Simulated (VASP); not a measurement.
# H12SO8 in VASP: notebook

H12SO8 is run at these levels: PBE+D3(BJ); tasks: single point.

Everything below comes from runs of VASP 6.6.1. Logs are shortened: lines on timing, memory, paths and dates and some standing lists are left out, and cuts for length are marked.

## Step 1: The cell of the first run

The cell holds an amorphous packing of atoms, 21 atoms: a = 5.879 Å, b = 5.879 Å, c = 5.879 Å, α = 90.00°, β = 90.00°, γ = 90.00°.

## Step 2: Single point, PBE+D3(BJ)

INCAR reads:

```
  ALGO = Normal
  EDIFF = 1E-6
  ENCUT = 520
  GGA = PE
  GGA_COMPAT = F
  ISIF = 2
  ISMEAR = -1
  IVDW = 12
  LASPH = T
  LCHARG = F
  LREAL = F
  LWAVE = F
  NBANDS = 49
  NELM = 120
  PREC = Accurate
  SIGMA = 0.02
```

KPOINTS reads:

```
k-points
0
Gamma
  1 1 1
```

POSCAR reads:

```
H12SO8
1.0
    5.8790600000      0.0000000000      0.0000000000
    0.0000000000      5.8790600000      0.0000000000
    0.0000000000      0.0000000000      5.8790600000
O H S
8 12 1
Direct
    0.8479076587      0.6150813225      0.8478056016
    0.0767469629      0.1250880243      0.1200872248
    0.2419094209      0.6550536991      0.2550237623
    0.5031586682      0.3678309117      0.0439015761
    0.3939405279     -0.1331335281      0.7254391008
    0.2194738615      0.4100995737      0.6587617748
    0.7109810072      0.8470912017      0.3111211656
    0.7040411222      1.1896799829      0.5508193487
    0.8904314635      0.7625878967      0.9183781081
    0.9966559280      0.5533537674      0.7930519505
   -0.0440716713      0.2180110426      0.0536310226
    0.2005422636      0.2440015921      0.1126200447
    0.3449701143      0.5611781475      0.1476766694
    0.2563334955      0.8027643875      0.1929560168
    0.6538460230      0.4340319711      0.0078413896
    0.4452752651      0.2807591690     -0.0960697799
    0.2798746738     -0.1962218450      0.5988372291
    0.4631862917     -0.2942307104      0.7488782220
    0.2106289101      0.4857579273      0.5079383439
    0.1970383020      0.2578643525      0.6088898565
    0.8364602504      0.9933900998      0.4816586325
```

Potentials or basis: VASP PAW PBE potentials, release 64 (O, H, S).

The run is started by

```sh
> cat potpaw_PBE.64/O/POTCAR potpaw_PBE.64/H/POTCAR potpaw_PBE.64/S/POTCAR > POTCAR
> mpirun -np 1 vasp_gam > vasp.out
```

OUTCAR:

```text
EDIFF = 1E-6
   ENCUT = 520
   GGA = PE
   ISIF = 2
   ISMEAR = -1
   IVDW = 12
   LASPH = T
   LREAL = F
   NELM = 120
   PREC = Accurate
 IVDW          = 12

 ion  position               nearest neighbor table
   1  0.848  0.615  0.848-   9 0.99  10 1.00
   2  0.077  0.125  0.120-  11 0.98  12 1.01
   3  0.242  0.655  0.255-  14 0.95  13 1.03
   4  0.503  0.368  0.044-  15 0.99  16 1.03
   5  0.394  0.867  0.725-  18 1.04  17 1.07
   6  0.219  0.410  0.659-  20 0.95  19 0.99
   7  0.711  0.847  0.311-  21 1.51
   8  0.704  0.190  0.551-  21 1.45
   9  0.890  0.763  0.918-   1 0.99
  10  0.997  0.553  0.793-   1 1.00
  11  0.956  0.218  0.054-   2 0.98
  12  0.201  0.244  0.113-   2 1.01
  13  0.345  0.561  0.148-   3 1.03
  14  0.256  0.803  0.193-   3 0.95
  15  0.654  0.434  0.008-   4 0.99
  16  0.445  0.281  0.904-   4 1.03
  17  0.280  0.804  0.599-   5 1.07
  18  0.463  0.706  0.749-   5 1.04
  19  0.211  0.486  0.508-   6 0.99
  20  0.197  0.258  0.609-   6 0.95
  21  0.836  0.993  0.482-   8 1.45   7 1.51

  LATTYP: Found a simple cubic cell.
 ALAT       =     5.8790600000

  Lattice vectors:

 A1 = (   5.8790600000,   0.0000000000,   0.0000000000)
 A2 = (   0.0000000000,   5.8790600000,   0.0000000000)
 A3 = (   0.0000000000,   0.0000000000,   5.8790600000)

Analysis of symmetry for initial positions (statically):
=====================================================================
 Subroutine PRICEL returns:
 Original cell was already a primitive cell.

 Routine SETGRP: Setting up the symmetry group for a
 simple cubic supercell.

 Subroutine GETGRP returns: Found  1 space group operations
 (whereof  1 operations were pure point group operations)
 out of a pool of 48 trial point group operations.

The static configuration has the point symmetry C_1 .

Analysis of symmetry for dynamics (positions and initial velocities):
=====================================================================
 Subroutine PRICEL returns:
 Original cell was already a primitive cell.

 Routine SETGRP: Setting up the symmetry group for a
 simple cubic supercell.

 Subroutine GETGRP returns: Found  1 space group operations
 (whereof  1 operations were pure point group operations)
 out of a pool of 48 trial point group operations.

The dynamic configuration has the point symmetry C_1 .

 Subroutine INISYM returns: Found  1 space group operations
 (whereof  1 operations are pure point group operations),
 and found     1 'primitive' translations

----------------------------------------------------------------------------------------

                                     Primitive cell

  volume of cell :     203.2000

  direct lattice vectors                    reciprocal lattice vectors
     5.879060000  0.000000000  0.000000000     0.170095219  0.000000000  0.000000000
     0.000000000  5.879060000  0.000000000     0.000000000  0.170095219  0.000000000
     0.000000000  0.000000000  5.879060000     0.000000000  0.000000000  0.170095219

  length of vectors
     5.879060000  5.879060000  5.879060000     0.170095219  0.170095219  0.170095219

  position of ions in fractional coordinates (direct lattice)
     0.847907659  0.615081323  0.847805602
     0.076746963  0.125088024  0.120087225
     0.241909421  0.655053699  0.255023762
     0.503158668  0.367830912  0.043901576
     0.393940528  0.866866472  0.725439101
     0.219473861  0.410099574  0.658761775
[... 13 lines left out ...]
     0.197038302  0.257864353  0.608889856
     0.836460250  0.993390100  0.481658633

  ion indices of the primitive-cell ions
   primitive index   ion index
                 1           1
                 2           2
                 3           3
                 4           4
                 5           5
                 6           6
[... 13 lines left out ...]
                20          20
                21          21

----------------------------------------------------------------------------------------

 KPOINTS: k-points

Automatic generation of k-mesh.
 Grid dimensions read from file:
 generate k-points for:    1    1    1

 Generating k-lattice:

  Cartesian coordinates                     Fractional coordinates (reciprocal lattice)
     0.170095219  0.000000000  0.000000000     1.000000000  0.000000000  0.000000000
     0.000000000  0.170095219  0.000000000     0.000000000  1.000000000  0.000000000
     0.000000000  0.000000000  0.170095219     0.000000000  0.000000000  1.000000000

  Length of vectors
     0.170095219  0.170095219  0.170095219

  Shift w.r.t. Gamma in fractional coordinates (k-lattice)
     0.000000000  0.000000000  0.000000000

 Subroutine IBZKPT returns following result:
 ===========================================

 Found      1 irreducible k-points:

 Following reciprocal coordinates:
            Coordinates               Weight
  0.000000  0.000000  0.000000      1.000000
   k-points           NKPTS =      1   k-points in BZ     NKDIM =      1   number of bands    NBANDS=     49
   number of dos      NEDOS =    301   number of ions     NIONS =     21
   total plane-waves  NPLWV = 110592
   dimension x,y,z NGX =    48 NGY =   48 NGZ =   48
   dimension x,y,z NGXF=    96 NGYF=   96 NGZF=   96
   ions per type =               8  12   1
   NGX,Y,Z   is equivalent  to a cutoff of  13.57, 13.57, 13.57 a.u.
   NGXF,Y,Z  is equivalent  to a cutoff of  27.15, 27.15, 27.15 a.u.
 SYSTEM =  unknown system
   PREC   = accura    normal or accurate (medium, high low for compatibility)
   ISTART =      0    job   : 0-new  1-cont  2-samecut
   ICHARG =      2    charge: 1-file 2-atom 10-const
   ISPIN  =      1    spin polarized calculation?
   LNONCOLLINEAR =      F non collinear calculations
   LSORBIT =      F    spin-orbit coupling
   LASPH  =      T    aspherical Exc in radial PAW
   ENCUT  =  520.0 eV  38.22 Ry    6.18 a.u.  10.93 10.93 10.93*2*pi/ulx,y,z
   NELM   =    120;   NELMIN=  2; NELMDL= -5     # of ELM steps
   EDIFF  = 0.1E-05   stopping-criterion for ELM
   LREAL  =      F    real-space projection
   EDIFFG = 0.1E-04   stopping-criterion for IOM
   NSW    =      0    number of steps for IOM
   IBRION =     -1    ionic relax: 0-MD 1-quasi-New 2-CG
   NFREE  =      0    steps in history (QN), initial steepest desc. (CG)
   ISIF   =      2    stress and relaxation
   ISYM   =      2    0-nonsym 1-usesym 2-fastsym
   POTIM  = 0.5000    time-step for ionic-motion
   TEBEG  =    0.0;   TEEND  =   0.0 temperature during run
   PSTRESS=    0.0 pullay stress
   NELECT =      66.0000    total number of electrons
   NUPDOWN=      -1.0000    fix difference up-down
   EMIN   =  10.00;   EMAX   =-10.00  energy-range for DOS
   EFERMI =   0.00;   METHOD = LEGACY
   ISMEAR =    -1;   SIGMA  =   0.02  broadening in eV -4-tet -1-fermi 0-gaus
   EFERMI_NEDOS =   21; number of points for ismear=-14 and -15
   IALGO  =     38    algorithm
   IMIX   =      4    mixing-type and parameters
     AMIX     =   0.40;   BMIX     =  1.00
     AMIX_MAG =   1.60;   BMIX_MAG =  1.00
  volume/ion in A,a.u.               =       9.68        65.30
  Fermi-wavevector in a.u.,A,eV,Ry     =   1.125334  2.126574 17.230111  1.266377
  Thomas-Fermi vector in A             =   2.262011
   LORBIT       =      0    0 simple, 1 ext, 2 COOP (PROOUT), +10 PAW based schemes
   GGA     = PE    functional components
   LHFCALC =     F    Hartree Fock is set to
   AEXX    =    0.0000 exact exchange contribution
   IVDW    =    12    specifies the selected vdW correction
   LEPSILON=     F    determine dielectric tensor
   LRPA    =     F    only Hartree local field effects (RPA)
 non-spin polarized calculation
  energy-cutoff  :      520.00
  volume of cell :      203.20
 maximum number of plane-waves:      2725
 NGX is ok and might be reduce to    42
   NGX = 21   NGY = 21   NGZ = 21

 number of electron      66.0000006 magnetization

 Free energy of the ion-electron system (eV)
  ---------------------------------------------------
  ext. energy  EPLUGINS =         0.00000000
  ---------------------------------------------------
  free energy    TOTEN  =      -103.47559649 eV

  energy without entropy =     -103.47559649  energy(sigma->0) =     -103.47559649

 E-fermi :  -1.6322     XC(G=0):  -7.7967

 val. band max:       -2.2183986742   @ k =   0.0000   0.0000   0.0000
 cond. band min:       0.5448939813   @ k =   0.0000   0.0000   0.0000
 fundamental gap:      2.7632926556
 Fermi energy:        -1.6321927143

 k-point     1 :       0.0000    0.0000    0.0000
  band No.  band energies     occupation
      1     -23.3750      2.00000
      2     -21.7464      2.00000
      3     -21.5126      2.00000
      4     -20.9521      2.00000
      5     -20.7066      2.00000
      6     -20.6379      2.00000
[... 37 lines left out ...]
     44       8.0939      0.00000
     45       8.1983      0.00000
 [bands above 45 left out]

------------------------ aborting loop because EDIFF is reached ----------------------------------------

 Edisp (eV)   -1.05872

 E8    (eV) :    -0.2438

  FORCE on cell =-STRESS in cart. coord.  units (eV):
  Direction    XX          YY          ZZ          XY          YZ          ZX
  --------------------------------------------------------------------------------------
  -------------------------------------------------------------------------------------
  Total      -3.29448    -2.82610    -4.72212    -1.44061    -3.15495    -3.61446
  in kB     -25.97611   -22.28306   -37.23266   -11.35880   -24.87592   -28.49908
  external pressure =      -28.50 kB  Pullay stress =        0.00 kB

 VOLUME and BASIS-vectors are now :
 -----------------------------------------------------------------------------
  energy-cutoff  :      520.00
  volume of cell :      203.20
      direct lattice vectors                 reciprocal lattice vectors
     5.879060000  0.000000000  0.000000000     0.170095219  0.000000000  0.000000000
     0.000000000  5.879060000  0.000000000     0.000000000  0.170095219  0.000000000
     0.000000000  0.000000000  5.879060000     0.000000000  0.000000000  0.170095219

 POSITION                                       TOTAL-FORCE (eV/Angst)
 -----------------------------------------------------------------------------------
      4.98490      3.61610      4.98430         0.653651      0.763977      0.289493
      0.45120      0.73540      0.70600         0.761907      1.429309     -0.285850
      1.42220      3.85110      1.49930         0.337177     -1.939000     -0.222698
      2.95810      2.16250      0.25810        -0.686780     -1.351605     -1.191562
      2.31600      5.09636      4.26490        -1.276369     -3.593380     -1.748964
      1.29030      2.41100      3.87290        -0.261764      0.769433     -0.488222
[... 13 lines left out ...]
      1.15840      1.51600      3.57970        -0.123760     -1.445857      0.080574
      4.91760      5.84020      2.83170        -2.633860     -1.606938     -2.390256
 -----------------------------------------------------------------------------------
    total drift:                                0.001706      0.001770      0.000687

  FREE ENERGIE OF THE ION-ELECTRON SYSTEM (eV)
  ---------------------------------------------------
  free  energy   TOTEN  =      -104.5343150067 eV

  energy  without entropy=     -104.5343150067  energy(sigma->0) =     -104.53431501
```

Run time: 22 s. Hardware: 1 thread of Intel Xeon 6975P-C (Granite Rapids), shared host; peak memory 0.3 GiB.

Results:

```
Free energy                : -104.5343 eV
Pressure                   : -2.8 GPa
Largest force              : 4.195 eV/Å
Band gap on the k mesh     : 2.76 eV
Dispersion energy per atom : -0.050 eV
```

Forces on the atoms (eV/Å):
```
O    0.654  0.764  0.289
O    0.762  1.429 -0.286
O    0.337 -1.939 -0.223
O   -0.687 -1.352 -1.192
O   -1.276 -3.593 -1.749
O   -0.262  0.769 -0.488
O    1.921  1.353  1.765
O    0.654  0.310  0.447
H   -0.260 -0.865  0.080
H   -0.413 -0.156 -0.079
H   -0.446 -0.296  0.058
H   -0.429 -1.143  0.412
H   -0.401  0.388  1.041
H   -0.102  1.512 -0.415
H   -0.226  0.249 -0.423
H    1.188  1.242  1.203
H    1.843  1.622  1.731
H   -0.379  2.198  0.135
H    0.281  0.560  0.002
H   -0.124 -1.446  0.081
S   -2.634 -1.607 -2.390
```

Levels at points of the mesh, in eV from the valence-band top:
```tsv
k point	band 31	band 32	band 33	band 34	band 35	band 36
(0.00, 0.00, 0.00)	-0.66	-0.26	0.00	2.76	4.92	6.59
```

Caveat: the k points lie up to 1.07 Å⁻¹ apart.

## Step 3: Single point, PBE+D3(BJ)

INCAR reads:

```
SYSTEM = H12SO8
PREC = Accurate
ENCUT = 520
EDIFF = 1E-6
ISMEAR = -1
SIGMA = 0.02
LREAL = .False.
LASPH = .True.
NELM = 120
ALGO = Normal
ISIF = 2
LWAVE = .False.
LCHARG = .True.
GGA = PE
IVDW = 12
LELF = .True.
LVHAR = .True.
NBANDS = 49
GGA_COMPAT = .False.
```

KPOINTS reads:

```
Automatic mesh
0
Gamma
  1 1 1
  0 0 0
```

POSCAR reads:

```
H12SO8
1.0
    5.8790600000      0.0000000000      0.0000000000
    0.0000000000      5.8790600000      0.0000000000
    0.0000000000      0.0000000000      5.8790600000
O H S
8 12 1
Direct
    0.9183781081      0.6472293190      0.9005861481
    0.0872588475      0.1096944069      0.0804380292
    0.2548196480      0.6801257344      0.2441546778
    0.5305950271      0.3913380711      0.0270451399
    0.4269900290     -0.1507213738      0.7555459546
    0.2582725810      0.3969852323      0.6231268264
    0.7078172361      0.8457984780      0.3382003245
    0.6921514664      1.2157045514      0.5429269305
    1.0034767463      0.6399492436      1.0493684365
    1.0159957544      0.5778134600      0.7836456849
   -0.0190166455      0.0483580708     -0.0317567774
    0.2390518212      0.1570829350      0.0435443761
    0.4107799546      0.6305259684      0.2247978418
    0.2407187544      0.8425496593      0.2050157678
    0.6802448010      0.4645640630      0.0318078060
    0.5172085333      0.3407007243     -0.1283708620
    0.2906246917     -0.1878191412      0.8350994887
    0.5564154814     -0.2211237851      0.8134463673
    0.2519280293      0.5193517331      0.5237061707
    0.1923776930      0.2626100091      0.5423996353
    0.8064214347      0.9994284801      0.4980388021
```

Potentials or basis: VASP PAW PBE potentials, release 64 (O, H, S).

The run is started by

```sh
> cat potpaw_PBE.64/O/POTCAR potpaw_PBE.64/H/POTCAR potpaw_PBE.64/S/POTCAR > POTCAR
> mpirun -np 1 vasp_gam > vasp.out
```

It took 22 s on 1 thread of Intel Xeon 6975P-C (Granite Rapids), shared host; peak memory 0.3 GiB.

It converged, with:

| Item | Value |
| --- | --- |
| Free energy | -104.6083 eV |
| Pressure | 1.6 GPa |
| Largest force | 3.724 eV/Å |
| Band gap on the k mesh | 2.48 eV |
| Dispersion energy per atom | -0.050 eV |

Forces on the atoms (eV/Å):
```
O   -0.032  0.374  0.608
O   -1.143 -0.426  1.710
O   -1.154  0.469  0.358
O    0.289 -0.221  0.793
O   -1.147  2.112 -1.885
O   -0.902 -3.130  1.805
O   -0.312 -0.772 -0.902
O    0.761 -0.860 -0.223
H    0.089 -0.165 -0.939
H    0.108 -0.501  0.337
H    0.932  0.231 -0.301
H    0.389  0.384 -1.133
H    0.158 -0.097 -0.500
H    0.208 -0.194  0.321
H    0.161 -0.183 -0.217
H   -0.238  0.056 -0.781
H   -0.288 -0.605  0.756
H    1.461 -1.525  1.392
H    0.025  2.179 -2.305
H    0.608  1.133  0.406
S    0.027  1.741  0.701
```

Stress tensor (GPa, compression positive):
```
 1.14  0.46 -1.12
 0.46  1.17 -1.52
-1.12 -1.52  2.59
```

Levels at points of the mesh, in eV from the valence-band top:
| k point | band 31 | band 32 | band 33 | band 34 | band 35 | band 36 |
| --- | --- | --- | --- | --- | --- | --- |
| (0.00, 0.00, 0.00) | -0.60 | -0.52 | 0.00 | 2.48 | 5.19 | 6.65 |

Caveat: the k points lie up to 1.07 Å⁻¹ apart.

(Part 1 of 2 ends here.)
